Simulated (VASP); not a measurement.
# Se (P3_121) in VASP: settings compared, part 2 of 2

VASP 6.6.1. Earlier steps stand in the parts before.

### 3 Single point, HSE06

File POSCAR:

```
Se
1.0
    4.3662000000      0.0000000000      0.0000000000
   -2.1831000000      3.7812401180      0.0000000000
    0.0000000000      0.0000000000      4.9536000000
Se
3
Direct
    0.7746000000      0.7746000000      0.0000000000
    0.0000000000      0.2254000000      0.6666666667
    0.2254000000      0.0000000000      0.3333333333
```

File INCAR.step1:

```
SYSTEM = Se
  PREC = Accurate
  ENCUT = 520
  EDIFF = 1E-5
  ISMEAR = -1
  SIGMA = 0.05
  LREAL = .False.
  LASPH = .True.
  NELM = 80
  ALGO = Normal
  ISIF = 2
  LWAVE = .True.
  NBANDS = 16
  GGA = PE
```

File INCAR.step2:

```
SYSTEM = Se
  PREC = Accurate
  ENCUT = 520
  EDIFF = 1E-6
  ISMEAR = -1
  SIGMA = 0.05
  LREAL = .False.
  LASPH = .True.
  NELM = 80
  ALGO = Normal
  ISIF = 2
  LWAVE = .False.
  LCHARG = .True.
  GGA = PE
  LHFCALC = .True.
  HFSCREEN = 0.2079
  PRECFOCK = Normal
  LELF = .True.
  LVHAR = .True.
  NBANDS = 16
  ISTART = 1
```

File KPOINTS:

```
Automatic mesh
0
Gamma
  4 4 3
  0 0 0
```

Potentials or basis: VASP PAW PBE potentials, release 64 (Se).

Launch:

```sh
cat potpaw_PBE.64/Se/POTCAR > POTCAR
cp INCAR.step1 INCAR
mpirun -np 1 vasp_std > vasp.out
cp INCAR.step2 INCAR
mpirun -np 1 vasp_std > vasp.out
```

OUTCAR:

```text
SYSTEM = Se
   PREC = Accurate
   ENCUT = 520
   EDIFF = 1E-6
   ISMEAR = -1
   LREAL = .False.
   LASPH = .True.
   NELM = 80
   ISIF = 2
   GGA = PE
   LHFCALC = .True.
   HFSCREEN = 0.2079
   PRECFOCK = Normal
   ISTART = 1

 ion  position               nearest neighbor table
   1  0.775  0.775  0.000-   2 2.37   3 2.37
   2  0.000  0.225  0.667-   1 2.37   3 2.37
   3  0.225  0.000  0.333-   1 2.37   2 2.37

  LATTYP: Found a hexagonal cell.
[... 357 lines left out ...]

  FORCE on cell =-STRESS in cart. coord.  units (eV):
  Direction    XX          YY          ZZ          XY          YZ          ZX
  --------------------------------------------------------------------------------------
  -------------------------------------------------------------------------------------
  Total        0.3979319      0.3979319      0.0485099      0.0000000      0.0000000     -0.0000000
  in kB        7.7957964      7.7957964      0.9503472      0.0000000      0.0000000     -0.0000000
  external PRESSURE =       5.5139800 kB  Pullay stress =       0.0000000 kB

 VOLUME and BASIS-vectors are now :
 -----------------------------------------------------------------------------
  energy-cutoff  :      520.00
  volume of cell :       81.78
      direct lattice vectors                 reciprocal lattice vectors
     4.366200000  0.000000000  0.000000000     0.229032110  0.132231751  0.000000000
    -2.183100000  3.781240118  0.000000000     0.000000000  0.264463501  0.000000000
     0.000000000  0.000000000  4.953600000     0.000000000  0.000000000  0.201873385

 POSITION                                       TOTAL-FORCE (eV/Angst)
 -----------------------------------------------------------------------------------
      1.69103      2.92895      0.00000         0.104143      0.180381     -0.000000
     -0.49207      0.85229      3.30240         0.104143     -0.180381      0.000000
      0.98414      0.00000      1.65120        -0.208286     -0.000000      0.000000
 -----------------------------------------------------------------------------------
    total drift:                                0.000001      0.000002     -0.000000

  FREE ENERGIE OF THE ION-ELECTRON SYSTEM (eV)
  ---------------------------------------------------
  free  energy   TOTEN  =       -13.2423843916 eV

  energy  without entropy=      -13.2423843916  energy(sigma->0) =      -13.24238439
```

OSZICAR.step1:

```text
N       E                     dE             d eps       ncg     rms          rms(c)
DAV:   1     0.810100227301E+02    0.81010E+02   -0.72643E+03   288   0.938E+02
DAV:   2    -0.538033425014E+01   -0.86390E+02   -0.82673E+02   384   0.154E+02
DAV:   3    -0.105154716055E+02   -0.51351E+01   -0.51213E+01   384   0.428E+01
DAV:   4    -0.105498568829E+02   -0.34385E-01   -0.34384E-01   360   0.414E+00
DAV:   5    -0.105501104508E+02   -0.25357E-03   -0.25357E-03   384   0.352E-01    0.703E+00
DAV:   6    -0.104917312518E+02    0.58379E-01   -0.34174E-02   336   0.117E+00    0.435E+00
DAV:   7    -0.104716113179E+02    0.20120E-01   -0.71344E-02   360   0.165E+00    0.199E-01
DAV:   8    -0.104709733524E+02    0.63797E-03   -0.84205E-03   344   0.564E-01    0.100E-01
DAV:   9    -0.104710805152E+02   -0.10716E-03   -0.28089E-04   416   0.108E-01    0.337E-02
DAV:  10    -0.104711253363E+02   -0.44821E-04   -0.50832E-05   320   0.479E-02    0.676E-03
DAV:  11    -0.104711285404E+02   -0.32041E-05   -0.71137E-06   312   0.167E-02
   1 F= -.10471129E+02 E0= -.10471129E+02  d E =-.468662E-07
```

It took 17 min on 1 thread of Intel Xeon 8259CL, shared host; peak memory 0.3 GiB.

Results:

* Free energy: -13.2424 eV
* Pressure: 0.6 GPa
* Largest force: 0.208 eV/Å
* Band gap on the k mesh: 2.42 eV (least direct gap 2.81 eV)

Forces in eV/Å, atoms in the order of the input:
```
Se   0.104  0.180  0.000
Se   0.104 -0.180  0.000
Se  -0.208  0.000  0.000
```

Caveat: the k points lie up to 0.42 Å⁻¹ apart; the PAW data sets were made with another functional, which shifts forces and pressure a little; an odd mesh through Γ misses points on the zone boundary, where band edges can lie.

### 4 Single point, PBE

File INCAR:

```
PREC = Accurate ; ENCUT = 520
EDIFF = 1E-6 ; ISMEAR = 0
SIGMA = 0.012 ; LREAL = F
LASPH = T ; NELM = 60
ALGO = Normal ; ISIF = 2
LWAVE = F ; LCHARG = F
GGA = PE ; NBANDS = 16
```

File KPOINTS:

```
Automatic mesh
0
Gamma
  7 7 6
```

POSCAR is that of step 3.

Launch:

```sh
cat potpaw_PBE.64/Se/POTCAR > POTCAR
mpirun -np 1 vasp_std > vasp.out
```

It took 42 s on 1 thread of Intel Xeon Platinum 8259CL at 2.50GHz (Skylake/Cascade Lake), shared host; peak memory 0.21 GiB.

Results (log left out):

- Free energy: -10.4700 eV
- Pressure: 2.9 GPa
- Largest force: 0.434 eV/Å
- Band gap on the k mesh: 1.21 eV (least direct gap 1.47 eV)

Forces in eV/Å, atoms in the order of the input:
```
Se  -0.217 -0.376  0.000
Se  -0.217  0.376  0.000
Se   0.434  0.000  0.000
```

Stress tensor (GPa, compression positive):
```
2.30 0.00 0.00
0.00 2.30 0.00
0.00 0.00 4.13
```

Levels at points of the mesh, in eV from the valence-band top:
| k point | band 6 | band 7 | band 8 | band 9 | band 10 | band 11 | band 12 | band 13 |
| --- | --- | --- | --- | --- | --- | --- | --- | --- |
| (0.00, 0.00, 0.00) | -3.76 | -2.05 | -2.05 | -0.42 | 1.88 | 1.88 | 2.17 | 6.17 |
| (0.00, 0.00, 0.50) | -3.39 | -1.55 | -1.55 | -1.13 | 1.21 | 1.21 | 1.28 | 6.26 |

Caveat: an odd mesh through Γ misses points on the zone boundary, where band edges can lie.

### 5 Single point, r2SCAN

POSCAR is that of step 4.

File INCAR.step1:

```
  PREC = Accurate
  ENCUT = 520
  ISMEAR = -1
  SIGMA = 0.05
  LREAL = F
  LASPH = T
  NELM = 100
  NBANDS = 16
  GGA = PE
  ALGO = Normal
  EDIFF = 1E-4
  LWAVE = T
  LCHARG = F
```

File INCAR.step2:

```
  PREC = Accurate
  ENCUT = 520
  EDIFF = 1E-7
  ISMEAR = -1
  SIGMA = 0.05
  LREAL = F
  LASPH = T
  NELM = 100
  ALGO = Normal
  ISIF = 2
  LWAVE = F
  LCHARG = F
  METAGGA = R2SCAN
  LMIXTAU = T
  NBANDS = 16
  ISTART = 1
```

File KPOINTS:

```
Automatic mesh
0
Gamma
  6 6 5
```

Launch:

```sh
cat potpaw_PBE.64/Se/POTCAR > POTCAR
cp INCAR.step1 INCAR
mpirun -np 1 vasp_std > vasp.out
cp INCAR.step2 INCAR
mpirun -np 1 vasp_std > vasp.out
```

It took 1.8 min on 1 thread of Intel Xeon Platinum 8259CL at 2.50GHz (Skylake/Cascade Lake), shared host; peak memory 0.21 GiB.

Results (log left out):

- Free energy: -42.9119 eV
- Pressure: 1.3 GPa
- Largest force: 0.055 eV/Å
- Band gap on the k mesh: 1.57 eV (least direct gap 1.76 eV)

Forces on the atoms (eV/Å):
```
Se  -0.027 -0.047  0.000
Se  -0.027  0.047  0.000
Se   0.055  0.000  0.000
```

Stress tensor (GPa, compression positive):
```
1.05 0.00 0.00
0.00 1.05 0.00
0.00 0.00 1.87
```

Levels at points of the mesh, in eV from the valence-band top:
| k point | band 6 | band 7 | band 8 | band 9 | band 10 | band 11 | band 12 | band 13 |
| --- | --- | --- | --- | --- | --- | --- | --- | --- |
| (0.00, 0.00, 0.00) | -3.77 | -2.04 | -2.04 | -0.35 | 2.24 | 2.24 | 2.51 | 6.91 |
| (0.50, 0.00, 0.00) | -3.45 | -2.86 | -1.75 | -0.95 | 2.29 | 2.70 | 4.49 | 5.80 |

Caveat: the PAW data sets were made with another functional, which shifts forces and pressure a little; an odd mesh through Γ misses points on the zone boundary, where band edges can lie. r2SCAN opens gaps a little over a GGA but as a rule still falls short of measured ones.

### 6 Single point, r2SCAN

POSCAR is that of step 5.

File INCAR.step1:

```
SYSTEM = Se
ALGO = Normal ; EDIFF = 1E-4
ENCUT = 520 ; GGA = PE
ISMEAR = -1 ; LASPH = .True.
LCHARG = .False. ; LREAL = .False.
LWAVE = .True. ; NBANDS = 16
NELM = 100 ; PREC = Accurate
SIGMA = 0.05
```

File INCAR.step2:

```
SYSTEM = Se
ALGO = Normal ; EDIFF = 1E-6
ENCUT = 520 ; ISIF = 2
ISMEAR = -1 ; ISTART = 1
LASPH = .True. ; LCHARG = .False.
LMIXTAU = .True. ; LREAL = .False.
LWAVE = .False. ; METAGGA = R2SCAN
NBANDS = 16 ; NELM = 100
PREC = Accurate ; SIGMA = 0.05
```

File KPOINTS:

```
k-points
0
Gamma
  6 6 5
  0 0 0
```

Potentials or basis: VASP PAW PBE potentials, release 64 (Se).

Launch:

```sh
cat potpaw_PBE.64/Se/POTCAR > POTCAR
cp INCAR.step1 INCAR
mpirun -np 1 vasp_std > vasp.out
cp INCAR.step2 INCAR
mpirun -np 1 vasp_std > vasp.out
```

It took 1.7 min on 1 thread of Intel Xeon Platinum 8259CL at 2.50GHz (Skylake/Cascade Lake), shared host; peak memory 0.21 GiB.

The run converged. Its results:

* Free energy: -42.9119 eV
* Pressure: 1.3 GPa
* Largest force: 0.055 eV/Å
* Band gap on the k mesh: 1.57 eV (least direct gap 1.76 eV)

Forces in eV/Å, atoms in the order of the input:
```
Se  -0.027 -0.047  0.000
Se  -0.027  0.047  0.000
Se   0.055  0.000  0.000
```

Stress tensor (GPa, compression positive):
```
1.05 0.00 0.00
0.00 1.05 0.00
0.00 0.00 1.87
```

Levels at points of the mesh, in eV from the valence-band top:
| k point | band 6 | band 7 | band 8 | band 9 | band 10 | band 11 | band 12 | band 13 |
| --- | --- | --- | --- | --- | --- | --- | --- | --- |
| (0.00, 0.00, 0.00) | -3.77 | -2.04 | -2.04 | -0.35 | 2.24 | 2.24 | 2.51 | 6.91 |
| (0.50, 0.00, 0.00) | -3.45 | -2.86 | -1.75 | -0.95 | 2.29 | 2.70 | 4.49 | 5.80 |

Caveat: the PAW data sets were made with another functional, which shifts forces and pressure a little; an odd mesh through Γ misses points on the zone boundary, where band edges can lie.

### 7 Overview

```csv
level,k mesh,smearing,grid for exact exchange (PRECFOCK),share of exact exchange,screening parameter,gap on the mesh (eV),pressure (GPa),largest force (eV/Å)
PBEsol-based screened hybrid with 25 % exact exchange,4 × 4 × 3,fermi-dirac 0.05 eV,Normal,0.25,0.207 1/Å,2.34,-1.2,0.25
HSE06,4 × 4 × 3,fermi-dirac 0.05 eV,Normal,0.25,0.2079 1/Å,2.42,0.6,0.21
PBE,7 × 7 × 6,gaussian 0.012 eV,-,-,-,1.21,2.9,0.43
r2SCAN,6 × 6 × 5,fermi-dirac 0.05 eV,-,-,-,1.57,1.3,0.05
```

Alike in all rows: task single point; potentials or basis VASP PAW PBE potentials, release 64 (Se); no spin polarisation; cell as given; cutoff (eV) 520.

Caveats: some runs use coarse meshes; an odd mesh through Γ misses points on the zone boundary, where band edges can lie; the PAW data sets were made with another functional, which shifts forces and pressure a little (at least some runs).

Total energies depend on the potentials used, so only differences within one code and one set of settings carry meaning.
